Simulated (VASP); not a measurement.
A run of VASP 6.6.1 is set up as follows.

The input INCAR:

```
SYSTEM = CuO
  PREC = Accurate
  ENCUT = 520
  EDIFF = 1E-6
  ISMEAR = -1
  SIGMA = 0.05
  LREAL = .FALSE.
  LASPH = .TRUE.
  NELM = 100
  ALGO = Normal
  ISIF = 2
  LWAVE = .FALSE.
  LCHARG = .TRUE.
  GGA = PE
  LELF = .TRUE.
  LVHAR = .TRUE.
  NBANDS = 25
```

Contents of KPOINTS:

```
Automatic mesh
0
G
  9 9 5
  0 0 0
```

The input POSCAR:

```
CuO
1.0
    2.9173934799      0.0000000000      0.0000000000
    0.0395869322      2.9171690810      0.0000000000
    0.0177256152      0.0174718334      5.2444567372
Cu O
2 2
Direct
    0.0000000000      0.5000000000      0.0000000000
    0.5000000000      0.0000000000      0.5000000000
    0.9984239700      0.0016717800      0.7498871000
    0.0015760300      0.9983282200      0.2501129000
```

Potentials or basis: VASP PAW PBE potentials, release 64 (Cu, O).

Command:

```bash
$ cat potpaw_PBE.64/Cu/POTCAR potpaw_PBE.64/O/POTCAR > POTCAR
$ mpirun -np 1 vasp_std > vasp.out
```

Problem. What does it give for the largest force?

Solution. 0.013 eV/Å.

Problem. What does it give for the band gap on the k mesh?

Solution. Zero (band 17 reaches 5.40 eV, above the bottom of band 18 at 4.50 eV).

Stress tensor (GPa, compression positive):
```
 1.36 -0.08 -0.02
-0.08  1.33 -0.01
-0.02 -0.01 -2.52
```

Caveat: semilocal functionals often make such compounds metallic where correlation or magnetic order opens a gap, which also shifts bond lengths. With open d or f shells a metallic result of PBE can be an artefact of self-interaction; +U or a hybrid may open a gap.
